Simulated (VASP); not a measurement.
# TiB2 (P6/mmm) in VASP: further runs

Aim: see how the results for TiB2 move with the level of theory and the settings. Levels: PBE+U, LDA+U. Tasks: single point, relaxation of cell and atoms.

Everything below comes from runs of VASP 6.6.1. Logs are shortened: lines on timing, memory, paths and dates and some standing lists are left out, and cuts for length are marked.

### 1 The cell of the first run

Symmetry: P6/mmm, No. 191, hexagonal system. The conventional cell has a = 3.035 Å, b = 3.035 Å, c = 3.257 Å, α = 90.00°, β = 90.00°, γ = 120.00°. Within 3.3 Å of Ti (site symmetry 6/mmm) lie 12 B at 2.39 Å and 8 Ti at 3.03 to 3.26 Å. Within 2.3 Å of B (site symmetry -6m2) lie 3 B at 1.75 Å.

### 2 Single point, PBE+U

File INCAR:

```
SYSTEM = TiB2
ALGO = Normal
EDIFF = 1E-6
ENCUT = 520
GGA = PE
ISIF = 2
ISMEAR = -1
LASPH = .True.
LCHARG = .True.
LDAU = .True.
LDAUJ = 0 0
LDAUL = 2 -1
LDAUPRINT = 1
LDAUTYPE = 2
LDAUU = 3 0
LELF = .True.
LMAXMIX = 4
LREAL = .False.
LVHAR = .True.
LWAVE = .False.
NBANDS = 16
NELM = 150
PREC = Accurate
SIGMA = 0.05
```

File KPOINTS:

```
k-points
0
Gamma
  10 10 8
  0 0 0
```

File POSCAR:

```
TiB2
1.0
    3.0349149640      0.0000000000      0.0000000000
   -1.5174574820      2.6283134572      0.0000000000
    0.0000000000      0.0000000000      3.2571110093
Ti B
1 2
Direct
    0.0000000000      0.0000000000      0.0000000000
    0.6666666667      0.3333333333      0.5000000000
    0.3333333333      0.6666666667      0.5000000000
```

Potentials or basis: VASP PAW PBE potentials, release 64 (Ti_sv, B).

Run with:

```sh
$ cat potpaw_PBE.64/Ti_sv/POTCAR potpaw_PBE.64/B/POTCAR > POTCAR
$ mpirun -np 1 vasp_std > vasp.out
```

OUTCAR:

```text
SYSTEM = TiB2
   EDIFF = 1E-6
   ENCUT = 520
   GGA = PE
   ISIF = 2
   ISMEAR = -1
   LASPH = .True.
   LREAL = .False.
   NELM = 150
   PREC = Accurate

 ion  position               nearest neighbor table
   1  0.000  0.000  0.000-   2 2.39   3 2.39   2 2.39   3 2.39   2 2.39   2 2.39   3 2.39   3 2.39
                             2 2.39   2 2.39   3 2.39   3 2.39
   2  0.667  0.333  0.500-   3 1.75   3 1.75   3 1.75   1 2.39   1 2.39   1 2.39   1 2.39   1 2.39
                             1 2.39
   3  0.333  0.667  0.500-   2 1.75   2 1.75   2 1.75   1 2.39   1 2.39   1 2.39   1 2.39   1 2.39
                             1 2.39

  LATTYP: Found a hexagonal cell.
 ALAT       =     3.0349149640
 C/A-ratio  =     1.0732132689

  Lattice vectors:

 A1 = (   3.0349149640,   0.0000000000,   0.0000000000)
 A2 = (  -1.5174574820,   2.6283134572,   0.0000000000)
 A3 = (   0.0000000000,   0.0000000000,   3.2571110093)

Analysis of symmetry for initial positions (statically):
=====================================================================
 Subroutine PRICEL returns:
 Original cell was already a primitive cell.

 Routine SETGRP: Setting up the symmetry group for a
 hexagonal supercell.

 Subroutine GETGRP returns: Found 24 space group operations
 (whereof 24 operations were pure point group operations)
 out of a pool of 24 trial point group operations.

The static configuration has the point symmetry D_6h.

Analysis of symmetry for dynamics (positions and initial velocities):
=====================================================================
 Subroutine PRICEL returns:
 Original cell was already a primitive cell.

 Routine SETGRP: Setting up the symmetry group for a
 hexagonal supercell.

 Subroutine GETGRP returns: Found 24 space group operations
 (whereof 24 operations were pure point group operations)
 out of a pool of 24 trial point group operations.

The dynamic configuration has the point symmetry D_6h.

 Subroutine INISYM returns: Found 24 space group operations
 (whereof 24 operations are pure point group operations),
 and found     1 'primitive' translations

----------------------------------------------------------------------------------------

                                     Primitive cell

  volume of cell :      25.9810

  direct lattice vectors                    reciprocal lattice vectors
     3.034914964  0.000000000  0.000000000     0.329498524  0.190236061  0.000000000
    -1.517457482  2.628313457  0.000000000     0.000000000  0.380472123  0.000000000
     0.000000000  0.000000000  3.257111009     0.000000000  0.000000000  0.307020546

  length of vectors
     3.034914964  3.034914964  3.257111009     0.380472123  0.380472123  0.307020546

  position of ions in fractional coordinates (direct lattice)
     0.000000000  0.000000000  0.000000000
     0.666666667  0.333333333  0.500000000
     0.333333333  0.666666667  0.500000000

  ion indices of the primitive-cell ions
   primitive index   ion index
                 1           1
                 2           2
                 3           3

----------------------------------------------------------------------------------------

 KPOINTS: k-points

Automatic generation of k-mesh.
 Grid dimensions read from file:
 generate k-points for:   10   10    8

 Generating k-lattice:

  Cartesian coordinates                     Fractional coordinates (reciprocal lattice)
     0.032949852  0.019023606  0.000000000     0.100000000  0.000000000  0.000000000
     0.000000000  0.038047212  0.000000000     0.000000000  0.100000000  0.000000000
     0.000000000  0.000000000  0.038377568     0.000000000  0.000000000  0.125000000

  Length of vectors
     0.038047212  0.038047212  0.038377568

  Shift w.r.t. Gamma in fractional coordinates (k-lattice)
     0.000000000  0.000000000  0.000000000

 Subroutine IBZKPT returns following result:
 ===========================================

 Found     70 irreducible k-points:

 Following reciprocal coordinates:
            Coordinates               Weight
  0.000000  0.000000  0.000000      1.000000
  0.100000  0.000000  0.000000      6.000000
  0.200000  0.000000  0.000000      6.000000
  0.300000 -0.000000  0.000000      6.000000
  0.400000  0.000000  0.000000      6.000000
  0.500000  0.000000  0.000000      3.000000
[... 16 lines left out ...]
  0.300000  0.100000  0.125000     24.000000
  0.400000  0.100000  0.125000     24.000000
 [... further k-points ...]
   k-points           NKPTS =     70   k-points in BZ     NKDIM =     70   number of bands    NBANDS=     16
   number of dos      NEDOS =    301   number of ions     NIONS =      3
   total plane-waves  NPLWV =  13824
   dimension x,y,z NGX =    24 NGY =   24 NGZ =   24
   dimension x,y,z NGXF=    48 NGYF=   48 NGZF=   48
   ions per type =               1   2
   NGX,Y,Z   is equivalent  to a cutoff of  13.15, 13.15, 12.25 a.u.
   NGXF,Y,Z  is equivalent  to a cutoff of  26.29, 26.29, 24.50 a.u.
[... 77 lines left out ...]
  o =  0.1997  v =  0.0000  0.0000  0.0000  0.0000  0.0000  0.0000 -0.0000 -0.0000 -1.0000  0.0000      0.0000  0.0000  0.0000  0.0000  0.0000  0.0000  0.0000  0.0000  0.0000  0.0000
  o =  0.1997  v =  0.0000  1.0000 -0.0000 -0.0000 -0.0000  0.0000  0.0000  0.0000  0.0000  0.0000      0.0000  0.0000  0.0000  0.0000  0.0000  0.0000  0.0000  0.0000  0.0000  0.0000
  o =  0.1997  v =  0.0000  0.0000  0.0000  0.0000  0.0000  0.0000  1.0000 -0.0000 -0.0000 -0.0000      0.0000  0.0000  0.0000  0.0000  0.0000  0.0000  0.0000  0.0000  0.0000  0.0000
  o =  0.2023  v =  1.0000  0.0000  0.0000  0.0000  0.0000  0.0000  0.0000  0.0000  0.0000  0.0000      0.0000  0.0000  0.0000  0.0000  0.0000  0.0000  0.0000  0.0000  0.0000  0.0000
  o =  0.2023  v =  0.0000  0.0000  0.0000  0.0000  0.0000  1.0000  0.0000  0.0000  0.0000  0.0000      0.0000  0.0000  0.0000  0.0000  0.0000  0.0000  0.0000  0.0000  0.0000  0.0000
  o =  0.2023  v =  0.0000  0.0000  0.0000  0.0000  0.0000  0.0000  0.0000  0.0000  0.0000  1.0000      0.0000  0.0000  0.0000  0.0000  0.0000  0.0000  0.0000  0.0000  0.0000  0.0000
  o =  0.2023  v =  0.0000  0.0000  0.0000  0.0000  1.0000  0.0000  0.0000  0.0000  0.0000  0.0000      0.0000  0.0000  0.0000  0.0000  0.0000  0.0000  0.0000  0.0000  0.0000  0.0000

 number of electron      18.0000004 magnetization

 Free energy of the ion-electron system (eV)
  ---------------------------------------------------
  ext. energy  EPLUGINS =         0.00000000
  ---------------------------------------------------
  free energy    TOTEN  =       -22.02887644 eV

  energy without entropy =      -22.02258904  energy(sigma->0) =      -22.02573274

 E-fermi :  10.1874     XC(G=0): -12.7162

 val. band max:       10.1740426949   @ k =   0.4000   0.2000   0.0000
 cond. band min:      10.2084211390   @ k =   0.1000   0.0000   0.3750
 fundamental gap:      0.0343784442
 Fermi energy:        10.1874469170

 k-point     1 :       0.0000    0.0000    0.0000
  band No.  band energies     occupation
      1     -47.6399      2.00000
      2     -23.9616      2.00000
      3     -23.6521      2.00000
      4     -23.6521      2.00000
      5      -3.4910      2.00000
      6       7.5404      2.00000
[... 8 lines left out ...]
     15      15.7345      0.00000
     16      16.8846      0.00000

 k-point     2 :       0.1000    0.0000    0.0000
  band No.  band energies     occupation
      1     -47.6350      2.00000
      2     -23.9554      2.00000
      3     -23.6892      2.00000
      4     -23.6606      2.00000
      5      -3.2997      2.00000
      6       7.0389      2.00000
[... 8 lines left out ...]
     15      16.8246      0.00000
     16      17.5049      0.00000

 k-point     3 :       0.2000    0.0000    0.0000
  band No.  band energies     occupation
      1     -47.6222      2.00000
      2     -23.9394      2.00000
      3     -23.7854      2.00000
      4     -23.6826      2.00000
      5      -2.7401      2.00000
      6       5.6699      2.00000
[... 8 lines left out ...]
     15      17.7874      0.00000
     16      18.9293      0.00000
[... 362 lines left out ...]
 k-point    23 :       0.3000    0.1000    0.1250
  band No.  band energies     occupation
      1     -47.5957      2.00000
      2     -23.9480      2.00000
      3     -23.9309      2.00000
      4     -23.7385      2.00000
      5      -1.0466      2.00000
      6       3.2573      2.00000
[... 8 lines left out ...]
     15      18.1543      0.00000
     16      19.5755      0.00000

 k-point    24 :       0.4000    0.1000    0.1250
  band No.  band energies     occupation
      1     -47.5868      2.00000
      2     -24.0072      2.00000
      3     -23.9198      2.00000
      4     -23.7578      2.00000
      5       0.1973      2.00000
      6       1.6696      2.00000
[... 8 lines left out ...]
     15      18.4958      0.00000
     16      19.3409      0.00000

 [... further k-points ...]

------------------------ aborting loop because EDIFF is reached ----------------------------------------

  FORCE on cell =-STRESS in cart. coord.  units (eV):
  Direction    XX          YY          ZZ          XY          YZ          ZX
  --------------------------------------------------------------------------------------
  -------------------------------------------------------------------------------------
  Total        0.5268296      0.5268296      0.5748580      0.0000000      0.0000000     -0.0000000
  in kB       32.4881142     32.4881142     35.4498948      0.0000000      0.0000000     -0.0000000
  external PRESSURE =      33.4753744 kB  Pullay stress =       0.0000000 kB

 VOLUME and BASIS-vectors are now :
 -----------------------------------------------------------------------------
  energy-cutoff  :      520.00
  volume of cell :       25.98
      direct lattice vectors                 reciprocal lattice vectors
     3.034914964  0.000000000  0.000000000     0.329498524  0.190236061  0.000000000
    -1.517457482  2.628313457  0.000000000     0.000000000  0.380472123  0.000000000
     0.000000000  0.000000000  3.257111009     0.000000000  0.000000000  0.307020546

 POSITION                                       TOTAL-FORCE (eV/Angst)
 -----------------------------------------------------------------------------------
      0.00000      0.00000      0.00000        -0.000000      0.000000      0.000000
      1.51746      0.87610      1.62856         0.000000      0.000000     -0.000000
     -0.00000      1.75221      1.62856        -0.000000      0.000000      0.000000
 -----------------------------------------------------------------------------------
    total drift:                               -0.000000      0.000000      0.000000

  FREE ENERGIE OF THE ION-ELECTRON SYSTEM (eV)
  ---------------------------------------------------
  free  energy   TOTEN  =       -22.0288764412 eV

  energy  without entropy=      -22.0225890408  energy(sigma->0) =      -22.02573274
```

Wall time 21 s (1 thread of Intel Xeon Platinum 8488C (Sapphire Rapids), shared host); peak memory 0.15 GiB.

What came out:

| Quantity | Value |
| --- | --- |
| Free energy | -22.0289 eV |
| Pressure | 3.3 GPa |
| Band gap on the k mesh | zero (bands 9 and 10 overlap by 0.48 eV) |

Stress tensor (GPa, compression positive):
```
3.25 0.00 0.00
0.00 3.25 0.00
0.00 0.00 3.54
```

Eigenvalues of the final occupation matrices:
| site | spin | trace | eigenvalues |
| --- | --- | --- | --- |
| site 1 d | 1 | 0.97 | 0.17 0.20 0.20 0.20 0.20 |
| site 1 d | 2 | 0.97 | 0.17 0.20 0.20 0.20 0.20 |

Caveat: the cell stands under pressure; U without spin polarisation on a metal has little footing; the U is typed as a test and isn't derived for this compound.

### 3 Relaxation of cell and atoms, LDA+U

This run uses another cell than the first one, of 8.55 Å³/atom.

File INCAR:

```
SYSTEM = TiB2
ALGO = Normal
EDIFF = 1E-7
EDIFFG = -0.01
ENCUT = 600
GGA = CA
IBRION = 2
ISIF = 3
ISMEAR = -1
LASPH = .TRUE.
LCHARG = .FALSE.
LDAU = .TRUE.
LDAUJ = 0 0
LDAUL = 2 -1
LDAUPRINT = 1
LDAUTYPE = 2
LDAUU = 8 0
LMAXMIX = 4
LREAL = .FALSE.
LWAVE = .FALSE.
NELM = 150
NSW = 60
PREC = Accurate
SIGMA = 0.05
```

File KPOINTS:

```
k-points
0
G
  10 10 8
  0 0 0
```

File POSCAR:

```
TiB2
1.0
    3.0292000000      0.0000000000      0.0000000000
   -1.5146000000      2.6233641531      0.0000000000
    0.0000000000      0.0000000000      3.2284000000
Ti B
1 2
Direct
    0.0000000000      0.0000000000      0.0000000000
    0.6666666667      0.3333333333      0.5000000000
    0.3333333333      0.6666666667      0.5000000000
```

Potentials or basis: VASP PAW LDA potentials, release 64 (Ti_sv, B).

Run with:

```sh
$ cat potpaw_LDA.64/Ti_sv/POTCAR potpaw_LDA.64/B/POTCAR > POTCAR
$ mpirun -np 1 vasp_std > vasp.out
```

Wall time 69 s (1 thread of Intel Xeon Platinum 8488C (Sapphire Rapids), shared host); peak memory 0.16 GiB.

The run converged. Its results:

| Property | Result |
| --- | --- |
| Free energy | -20.6183 eV |
| Relaxed volume | 8.75 Å³/atom |
| Relaxed cell | a = 3.032 Å, b = 3.032 Å, c = 3.297 Å, α = 90.00°, β = 90.00°, γ = 120.00° |
| Space group after relaxing (to 0.1 Å) | P6/mmm (No. 191) |
| Energy gained by relaxing | 6.0 meV/atom |
| Ionic steps | 5 |
| Pressure after relaxing | 0.0 GPa |
| Band gap on the k mesh | zero (bands 9 and 10 overlap by 0.42 eV) |

The path:
```tsv
step	energy change (eV)	largest force (eV/Å)	pressure (GPa)	volume (Å³)
1	0.0000	0.0000	5.73	25.66
2	-0.0089	0.0000	-5.21	26.80
3	-0.0159	0.0000	-1.05	26.34
4	-0.0180	0.0000	0.19	26.25
5	-0.0181	0.0000	0.02	26.26
```

Final structure:
```xyz
3
Lattice="3.0325 0.0000 0.0000 -1.5162 2.6262 0.0000 0.0000 0.0000 3.2974" Properties=species:S:1:pos:R:3 pbc="T T T"
Ti    0.0000    0.0000    0.0000
B     1.5162    0.8754    1.6487
B     0.0000    1.7508    1.6487
```

Levels at points of the mesh, in eV from the Fermi level:
```
           k point  band 7  band 8  band 9  band 10  band 11  band 12
(0.00, 0.00, 0.00)   -2.66   -2.66   -2.11     2.10     2.10     3.36
(0.50, 0.00, 0.00)   -3.73   -3.41   -2.18     1.52     2.51     2.89
(0.00, 0.00, 0.50)   -0.96   -0.96    0.05     0.05     0.53     0.53
(0.50, 0.00, 0.50)   -4.73   -4.07   -3.94     2.66     3.05     4.37
```

Eigenvalues of the final occupation matrices:
```csv
site,spin,trace,eigenvalues
site 1 d,1,0.89,0.15 0.18 0.18 0.19 0.19
site 1 d,2,0.89,0.15 0.18 0.18 0.19 0.19
```

Caveat: U without spin polarisation on a metal has little footing; the U is typed as a test and isn't derived for this compound.

### 4 Relaxation of cell and atoms, PBE+U

This run uses another cell than the first one, of 8.55 Å³/atom.

File INCAR:

```
SYSTEM = TiB2
PREC     = Accurate       ! precision mode
ENCUT    = 600            ! plane-wave cutoff, eV
EDIFF    = 1E-6           ! SCF threshold, eV
ISMEAR   = -1             ! smearing method
SIGMA    = 0.05           ! smearing width, eV
LREAL    = .False.        ! projectors in reciprocal space
LASPH    = .True.         ! aspherical terms in the spheres
NELM     = 150            ! most SCF steps
ALGO     = Normal         ! electronic algorithm
ISIF     = 3              ! what is computed and relaxed
LWAVE    = .False.        ! write WAVECAR
LCHARG   = .False.        ! write CHGCAR
LMAXMIX  = 4              ! l up to which the mixer works
LDAU     = .True.         ! DFT+U
LDAUTYPE = 2            
LDAUL    = 2 -1           ! shell
LDAUU    = 3 0            ! U, eV
LDAUJ    = 0 0          
LDAUPRINT= 1            
GGA      = PE             ! functional
IBRION   = 2              ! ionic algorithm
NSW      = 60             ! ionic steps
EDIFFG   = -0.01          ! ionic threshold
```

File KPOINTS:

```
regular mesh
0
Gamma
  10 10 8
  0 0 0
```

POSCAR is that of step 3.

Potentials or basis: VASP PAW PBE potentials, release 64 (Ti_sv, B).

Run with:

```sh
$ cat potpaw_PBE.64/Ti_sv/POTCAR potpaw_PBE.64/B/POTCAR > POTCAR
$ mpirun -np 1 vasp_std > vasp.out
```

Run time: 56 s. Hardware: 1 thread of Intel Xeon Platinum 8488C (Sapphire Rapids), shared host; peak memory 0.17 GiB.

The run converged. Its results:

* Free energy: -22.0339 eV
* Relaxed volume: 8.78 Å³/atom
* Relaxed cell: a = 3.046 Å, b = 3.046 Å, c = 3.277 Å, α = 90.00°, β = 90.00°, γ = 120.00°
* Space group after relaxing (to 0.1 Å): P6/mmm (No. 191)
* Energy gained by relaxing: 4.8 meV/atom
* Ionic steps: 4
* Pressure after relaxing: 0.0 GPa
* Band gap on the k mesh: zero (bands 9 and 10 overlap by 0.44 eV)

Stress tensor (GPa, compression positive):
```
-0.07  0.00  0.00
 0.00 -0.07  0.00
 0.00  0.00  0.07
```

Step by step:
```
step  energy change (eV)  largest force (eV/Å)  pressure (GPa)  volume (Å³)
   1              0.0000                0.0000            6.43        25.66
   2             -0.0028                0.0000           -5.62        26.95
   3             -0.0136                0.0000           -0.22        26.33
   4             -0.0144                0.0000           -0.02        26.33
```

Final structure:
```
CELL_PARAMETERS angstrom
3.04600 0.00000 0.00000
-1.52300 2.63791 0.00000
0.00000 0.00000 3.27651
ATOMIC_POSITIONS crystal
Ti 0.00000 0.00000 0.00000
B 0.66667 0.33333 0.50000
B 0.33333 0.66667 0.50000
```

Levels at points of the mesh, in eV from the Fermi level:
```csv
k point,band 6,band 7,band 8,band 9,band 10,band 11,band 12,band 13
"(0.00, 0.00, 0.00)",-2.67,-2.54,-2.54,-2.04,1.93,1.93,3.49,3.49
"(0.50, 0.00, 0.00)",-9.40,-3.39,-3.23,-2.15,1.38,2.77,3.02,3.23
"(0.00, 0.00, 0.50)",-7.81,-0.67,-0.67,-0.06,-0.06,0.50,0.50,1.64
"(0.50, 0.00, 0.50)",-7.73,-4.58,-3.82,-3.43,2.51,2.93,4.29,4.43
```

Eigenvalues of the final occupation matrices:
```csv
site,spin,trace,eigenvalues
site 1 d,1,0.96,0.17 0.20 0.20 0.20 0.20
site 1 d,2,0.96,0.17 0.20 0.20 0.20 0.20
```

Caveat: U without spin polarisation on a metal has little footing; the U is typed as a test and isn't derived for this compound. PBE usually gives volumes a little too large and moduli too small.

### 5 Summary

| task | level | potentials or basis | U | cell | cutoff (eV) | gap on the mesh (eV) | pressure (GPa) | relaxed volume (Å³/atom) |
| --- | --- | --- | --- | --- | --- | --- | --- | --- |
| single point | PBE+U | VASP PAW PBE potentials, release 64 (Ti_sv, B) | Ti d U = 3.0 eV | a = 3.035, b = 3.035, c = 3.257 Å, angles 90.0, 90.0, 120.0°, 3 atoms | 520 | none | 3.3 | - |
| relaxation of cell and atoms | LDA+U | VASP PAW LDA potentials, release 64 (Ti_sv, B) | Ti d U = 8.0 eV | relaxed from a = 3.029, b = 3.029, c = 3.228 Å, angles 90.0, 90.0, 120.0°, 3 atoms | 600 | none | 0.0 | 8.75 |
| relaxation of cell and atoms | PBE+U | VASP PAW PBE potentials, release 64 (Ti_sv, B) | Ti d U = 3.0 eV | relaxed from a = 3.029, b = 3.029, c = 3.228 Å, angles 90.0, 90.0, 120.0°, 3 atoms | 600 | none | 0.0 | 8.78 |

Alike in all rows: no spin polarisation; k mesh 10 × 10 × 8; smearing fermi-dirac 0.05 eV.

Caveats: U without spin polarisation on a metal has little footing; the U is typed as a test and isn't derived for this compound; the cell stands under pressure (at least some runs).

Absolute energies hang on the potentials; compare differences alone.
